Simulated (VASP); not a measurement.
# SiO2 (I-42d) in VASP: further runs

Runs on SiO2. Level: LDA. Tasks: vibrations by perturbation theory.

Everything below comes from runs of VASP 6.6.1. Logs are shortened: lines on timing, memory, paths and dates and some standing lists are left out, and cuts for length are marked.

**1. The cell of the first run**

It takes space group I-42d (No. 122, tetragonal). Conventional cell: a = 4.927 Å, b = 4.927 Å, c = 7.284 Å, α = 90.00°, β = 90.00°, γ = 90.00°. Si (site symmetry -4) has 4 O at 1.61 Å within 2.1 Å. O (site symmetry 2) has 2 Si at 1.61 Å within 2.1 Å.

**2. Vibrations by perturbation theory, LDA**

Contents of INCAR:

```
SYSTEM = SiO2
ALGO = Normal
EDIFF = 1E-8
ENCUT = 600
GGA_COMPAT = .FALSE.
IBRION = 8
ISIF = 2
ISMEAR = 0
KPAR = 4
LASPH = .TRUE.
LCHARG = .FALSE.
LEPSILON = .TRUE.
LREAL = .FALSE.
LWAVE = .FALSE.
NELM = 120
NSW = 1
PREC = Accurate
SIGMA = 0.01
```

Contents of KPOINTS:

```
k-points
0
G
  8 8 8
  0 0 0
```

Contents of POSCAR:

```
SiO2
1.0
   -2.4632702823      2.4632702823      3.6420760230
    2.4632702823     -2.4632702823      3.6420760230
    2.4632702823      2.4632702823     -3.6420760230
Si O
2 4
Direct
    0.0000000000      0.0000000000      0.0000000000
    0.7500000000      0.2500000000      0.5000000000
    0.9741961986      0.6250000000      0.8491961986
    0.3750000000      0.2241961986      0.3491961986
    0.7758038014      0.1250000000      0.1508038014
    0.8750000000      0.0258038014      0.6508038014
```

Potentials or basis: VASP PAW LDA potentials, release 64 (Si, O).

Run with:

```
> cat potpaw_LDA.64/Si/POTCAR potpaw_LDA.64/O/POTCAR > POTCAR
> mpirun -np 4 vasp_std > vasp.out
```

OUTCAR:

```text
SYSTEM = SiO2
   EDIFF = 1E-8
   ENCUT = 600
   IBRION = 8
   ISIF = 2
   ISMEAR = 0
   LASPH = .TRUE.
   LEPSILON = .TRUE.
   LREAL = .FALSE.
   NELM = 120
   NSW = 1
   PREC = Accurate

 ion  position               nearest neighbor table
   1  0.000  0.000  0.000-   3 1.61   4 1.61   5 1.61   6 1.61   2 3.06   2 3.06   2 3.06   2 3.06

   2  0.750  0.250  0.500-   3 1.61   4 1.61   5 1.61   6 1.61   1 3.06   1 3.06   1 3.06   1 3.06

   3  0.974  0.625  0.849-   1 1.61   2 1.61
   4  0.375  0.224  0.349-   1 1.61   2 1.61
   5  0.776  0.125  0.151-   1 1.61   2 1.61
   6  0.875  0.026  0.651-   1 1.61   2 1.61

  LATTYP: Found a body centered tetragonal cell.
 ALAT       =     4.9265405646
 C/A-ratio  =     1.4785531450

  Lattice vectors:

 A1 = (  -2.4632702823,   2.4632702823,   3.6420760230)
 A2 = (   2.4632702823,  -2.4632702823,   3.6420760230)
 A3 = (   2.4632702823,   2.4632702823,  -3.6420760230)

[... 894 lines left out ...]
  1X   -46.523134    0.018467    0.000000    9.004717    3.518450    0.000000   15.096010   -6.016557   10.074214    3.663198    4.248098    3.339919   15.096010   -6.016557  -10.074214    3.663198    4.248098   -3.339919
  1Y    -0.018467  -46.523134    0.000000   -3.518450    9.004717    0.000000   -4.248098    3.663198   -3.339919    6.016557   15.096010   10.074214   -4.248098    3.663198    3.339919    6.016557   15.096010  -10.074214
  1Z     0.000000    0.000000  -45.451894    0.000000    0.000000   10.834555   10.050842   -3.617387    8.654335    3.617387   10.050842    8.654335  -10.050842    3.617387    8.654335   -3.617387  -10.050842    8.654335
  2X     9.004717   -3.518450    0.000000  -46.523134   -0.018467    0.000000   15.096010    6.016557   10.074214    3.663198   -4.248098   -3.339919   15.096010    6.016557  -10.074214    3.663198   -4.248098    3.339919
  2Y     3.518450    9.004717    0.000000    0.018467  -46.523134    0.000000    4.248098    3.663198    3.339919   -6.016557   15.096010   10.074214    4.248098    3.663198   -3.339919   -6.016557   15.096010  -10.074214
  2Z     0.000000    0.000000   10.834555    0.000000    0.000000  -45.451894   10.050842    3.617387    8.654335   -3.617387   10.050842    8.654335  -10.050842   -3.617387    8.654335    3.617387  -10.050842    8.654335
  3X    15.109000   -4.235297   10.051392   15.109000    4.235297   10.051392  -40.205488    0.000000  -26.031223    1.503305    1.736450    3.030654    6.980878    0.000000   -0.132868    1.503305   -1.736450    3.030654
  3Y    -5.983895    3.662354   -3.570109    5.983895    3.662354    3.570109    0.000000  -10.019939    0.000000    1.594019    1.508283    2.871392    0.000000   -0.321336    0.000000   -1.594019    1.508283   -2.871392
  3Z    10.075018   -3.342287    8.655321   10.075018    3.342287    8.655321  -26.028796    0.000000  -24.061463    2.872456    3.027469    3.592809    0.133848    0.000000   -0.434797    2.872456   -3.027469    3.592809
  4X     3.662354    5.983895    3.570109    3.662354   -5.983895   -3.570109    1.508283    1.594019    2.871392  -10.019939    0.000000    0.000000    1.508283   -1.594019   -2.871392   -0.321336    0.000000    0.000000
  4Y     4.235297   15.109000   10.051392   -4.235297   15.109000   10.051392    1.736450    1.503305    3.030654    0.000000  -40.205488  -26.031223   -1.736450    1.503305    3.030654    0.000000    6.980878   -0.132868
  4Z     3.342287   10.075018    8.655321   -3.342287   10.075018    8.655321    3.027469    2.872456    3.592809    0.000000  -26.028796  -24.061463   -3.027469    2.872456    3.592809    0.000000    0.133848   -0.434797
  5X    15.109000   -4.235297  -10.051392   15.109000    4.235297  -10.051392    6.980878    0.000000    0.132868    1.503305   -1.736450   -3.030654  -40.205488    0.000000   26.031223    1.503305    1.736450   -3.030654
  5Y    -5.983895    3.662354    3.570109    5.983895    3.662354   -3.570109    0.000000   -0.321336    0.000000   -1.594019    1.508283    2.871392    0.000000  -10.019939    0.000000    1.594019    1.508283   -2.871392
  5Z   -10.075018    3.342287    8.655321  -10.075018   -3.342287    8.655321   -0.133848    0.000000   -0.434797   -2.872456    3.027469    3.592809   26.028796    0.000000  -24.061463   -2.872456   -3.027469    3.592809
  6X     3.662354    5.983895   -3.570109    3.662354   -5.983895    3.570109    1.508283   -1.594019    2.871392   -0.321336    0.000000    0.000000    1.508283    1.594019   -2.871392  -10.019939    0.000000    0.000000
  6Y     4.235297   15.109000  -10.051392   -4.235297   15.109000  -10.051392   -1.736450    1.503305   -3.030654    0.000000    6.980878    0.132868    1.736450    1.503305   -3.030654    0.000000  -40.205488   26.031223
  6Z    -3.342287  -10.075018    8.655321    3.342287  -10.075018    8.655321    3.027469   -2.872456    3.592809    0.000000   -0.133848   -0.434797   -3.027469   -2.872456    3.592809    0.000000   26.028796  -24.061463

 Eigenvectors and eigenvalues of the dynamical matrix
 ----------------------------------------------------

   1 f  =   33.792928 THz   212.327227 2PiTHz 1127.210734 cm-1   139.756256 meV
             X         Y         Z           dx          dy          dz
      0.000000  0.000000  0.000000    -0.000000   -0.000000    0.000000
      0.000000  2.463270  1.821038     0.000000   -0.000000    0.000000
      1.231635  2.951964  2.731557     0.400389   -0.000000    0.299481
      0.488694  1.231635  0.910519    -0.000000   -0.400389   -0.299481
     -1.231635  1.974576  2.731557    -0.400389   -0.000000    0.299481
     -0.488694  3.694905  0.910519    -0.000000    0.400389   -0.299481
[... 145 lines left out ...]
  18 f/i=    0.004519 THz     0.028397 2PiTHz    0.150754 cm-1     0.018691 meV
             X         Y         Z           dx          dy          dz
      0.000000  0.000000  0.000000    -0.482533    0.031536    0.000000
      0.000000  2.463270  1.821038    -0.482539    0.031450    0.000000
      1.231635  2.951964  2.731557    -0.364028    0.023759   -0.000112
      0.488694  1.231635  0.910519    -0.364036    0.023758    0.000007
     -1.231635  1.974576  2.731557    -0.364028    0.023759    0.000112
     -0.488694  3.694905  0.910519    -0.364036    0.023758   -0.000007

--------------------------------------------------------------------------------------------------------

 MACROSCOPIC STATIC DIELECTRIC TENSOR IONIC CONTRIBUTION
 ------------------------------------------------------
           1.587029     0.000000     0.000000
           0.000000     1.587029     0.000000
          -0.000000     0.000000     1.797360
 ------------------------------------------------------

 ELASTIC MODULI CONTR FROM IONIC RELAXATION (kBar)
 Direction    XX          YY          ZZ          XY          YZ          ZX
 --------------------------------------------------------------------------------
 XX       -2153.8545  -1021.9439  -1371.5488     -0.0000     -0.0000      0.0000
 YY       -1021.9439  -2153.8545  -1371.5488     -0.0000     -0.0000     -0.0000
 ZZ       -1371.5488  -1371.5488  -1184.6760     -0.0000     -0.0000     -0.0000
 XY          -0.0000     -0.0000     -0.0000   -609.8079      0.0000     -0.0000
 YZ          -0.0000     -0.0000     -0.0000      0.0000  -1580.0273      0.0000
 ZX           0.0000      0.0000      0.0000      0.0000      0.0000  -1577.7858
 --------------------------------------------------------------------------------

 PIEZOELECTRIC TENSOR IONIC CONTR  for field in x, y, z        (C/m^2)
          XX          YY          ZZ          XY          YZ          ZX
  --------------------------------------------------------------------------------
  x    -0.00000    -0.00000    -0.00000     0.00000     0.22033    -0.00000
  y     0.00000     0.00000     0.00000     0.00000    -0.00000     0.22100
  z     0.00000    -0.00000     0.00000     0.46012    -0.00000    -0.00000
```

OSZICAR:

```text
N       E                     dE             d eps       ncg     rms          rms(c)
DAV:   1     0.218829523049E+03    0.21883E+03   -0.17745E+04  2360   0.159E+03
DAV:   2    -0.433563445822E+02   -0.26219E+03   -0.25459E+03  3332   0.335E+02
DAV:   3    -0.585143738031E+02   -0.15158E+02   -0.15113E+02  2788   0.909E+01
DAV:   4    -0.587095149270E+02   -0.19514E+00   -0.19488E+00  2836   0.113E+01
[... 223 lines left out ...]
RMM:  11    -0.369016220204E+00    0.18850E-06   -0.36276E-09 18218   0.933E-05    0.409E-05
RMM:  12    -0.369016341735E+00   -0.12153E-06   -0.46806E-09 18758   0.775E-05    0.454E-06
RMM:  13    -0.369016330887E+00    0.10848E-07   -0.72789E-10 19282   0.511E-05    0.569E-06
RMM:  14    -0.369016312714E+00    0.18173E-07   -0.25729E-09 18309   0.436E-05    0.711E-07
RMM:  15    -0.369016311808E+00    0.90660E-09   -0.94023E-10 15513   0.384E-05    0.244E-07
 Linear response finished
```

Wall time 20 min (4 MPI ranks of Intel Xeon Platinum 8259CL at 2.50GHz (Skylake/Cascade Lake), shared host); peak memory 1.2 GiB.

What came out:

* Electronic dielectric tensor (diagonal): 2.24, 2.24, 2.25
* Born charges (mean of the diagonal): Si +3.30; O -1.65 e
* Highest phonon frequency at Γ, LO-TO splitting left out: 1127 cm⁻¹

Phonon frequencies in cm⁻¹ (negative: imaginary):
| q point | frequencies |
| --- | --- |
| (0.000, 0.000, 0.000) | 0 0 0 135 135 333 359 416 428 448 448 769 782 782 1090 1101 1101 1127 |

Electronic dielectric tensor:
```
2.24 0.00 0.00
0.00 2.24 0.00
0.00 0.00 2.25
```

Born effective charge tensors (e):
atom 1, Si
```
 3.27 -0.37  0.00
 0.37  3.27  0.00
 0.00  0.00  3.35
```
atom 2, Si
```
 3.27  0.37  0.00
-0.37  3.27  0.00
 0.00  0.00  3.35
```
atom 3, O
```
-2.19  0.00 -0.88
 0.00 -1.08  0.00
-0.86  0.00 -1.67
```
atom 4, O
```
-1.08  0.00  0.00
 0.00 -2.19 -0.88
 0.00 -0.86 -1.67
```
atom 5, O
```
-2.19  0.00  0.88
 0.00 -1.08  0.00
 0.86  0.00 -1.67
```
atom 6, O
```
-1.08  0.00  0.00
 0.00 -2.19  0.88
 0.00  0.86 -1.67
```

(Part 1 of 2 ends here.)
